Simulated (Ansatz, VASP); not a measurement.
## KBr3 in VASP and in Ansatz

The input POSCAR:

```
KBr3
1.0
    4.9982885439      0.0000000000      0.0000000000
    0.0000000000      4.9982885439      0.0000000000
    0.0000000000      0.0000000000      4.9982885439
K Br
1 3
Direct
    0.0000000000      0.0000000000      0.0000000000
    0.0000000000      0.5000000000      0.5000000000
    0.5000000000      0.0000000000      0.5000000000
    0.5000000000      0.5000000000      0.0000000000
```

Contents of INCAR.step1:

```
SYSTEM = KBr3
  PREC = Accurate
  ENCUT = 520
  ISMEAR = 0
  SIGMA = 0.1
  LREAL = .False.
  LASPH = .True.
  NELM = 80
  NBANDS = 23
  GGA = PE
  ALGO = Normal
  EDIFF = 1E-4
  LWAVE = .True.
  LCHARG = .False.
```

File INCAR.step2:

```
SYSTEM = KBr3
  PREC = Accurate
  ENCUT = 520
  EDIFF = 1E-6
  ISMEAR = 0
  SIGMA = 0.1
  LREAL = .False.
  LASPH = .True.
  NELM = 80
  ALGO = Normal
  ISIF = 2
  LWAVE = .False.
  LCHARG = .False.
  METAGGA = R2SCAN
  LMIXTAU = .True.
  NBANDS = 23
  ISTART = 1
```

KPOINTS

```
regular mesh
0
Gamma
  4 4 4
  0 0 0
```

Input for Ansatz:

```yaml
crystal:
  lattice:
    - [4.9982885439, 0.0, 0.0]
    - [0.0, 4.9982885439, 0.0]
    - [0.0, 0.0, 4.9982885439]
  atoms:
    - { symbol: K, position: [0.0, 0.0, 0.0] }
    - { symbol: Br, position: [0.0, 0.5, 0.5] }
    - { symbol: Br, position: [0.5, 0.0, 0.5] }
    - { symbol: Br, position: [0.5, 0.5, 0.0] }
basis:
  ecutwfc: 500
kpoints:
  mp_grid: { grid: [4, 4, 4] }
hamiltonian:
  xc: r2scan
scf:
  occupations: { method: gaussian, width: 0.1 }
  lower_state_search: "off"
output:
  forces: true
  stress: true
  eigenvalues: true
```

Alike in both runs: task single point; functional r2SCAN; k mesh 4 × 4 × 4; occupations gaussian, width 0.1 eV; no spin polarisation.

|  | VASP | Ansatz |
| --- | --- | --- |
| version | VASP 6.6.1 | Ansatz 0.2.0 |
| potentials or method | VASP PAW PBE potentials, release 64 (K_sv, Br), cutoff 520 eV | scalar-relativistic, plane waves, PAW |
| valence electrons in the cell | 30 | 30 |

|  | VASP | Ansatz | Ansatz less VASP |
| --- | --- | --- | --- |
| gap on the k mesh at the Fermi level (eV) | none | none | - |
| pressure (GPa) | -1.0 | -1.0 | +0.01 |

VASP's potentials were made for PBE, not for r2SCAN. A gap of «none» marks a metal or a gap that the smearing closes. The functional is the same, so the differences come from potentials, cutoffs and numerics.
